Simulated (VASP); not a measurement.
TlBr:

```
Tl Br
1.0
     3.99491    0.00000    0.00000
     0.00000    3.99491    0.00000
     0.00000    0.00000    3.99491
Tl Br
1 1
Direct
  0.00000 0.00000 0.00000
  0.50000 0.50000 0.50000
```

Base run:

| Quantity | Value |
| --- | --- |
| Program | VASP 6.6.1 |
| Functional | r2SCAN |
| Potentials or basis | VASP PAW PBE potentials, release 64 (Tl_d, Br) |
| Cutoff | 550 eV |
| k mesh | 6 × 6 × 6 |
| Occupations | gaussian, width 0.01 eV |
| Spin | no spin polarisation |

Its results: band gap on the k mesh 2.33 eV; pressure 0.0 GPa.

Question: The run is repeated on the same cell with these changes: functional from r2SCAN to PBE; cutoff from 550 eV to 500 eV. What comes out?

Answer: Band gap on the k mesh 1.89 eV; pressure 0.9 GPa.

Caveats: spin-orbit coupling is left out, which moves the levels of the heavy elements; the PAW data sets were made with another functional, which shifts forces and pressure a little (at least some runs).

A k mesh can miss the band edges.
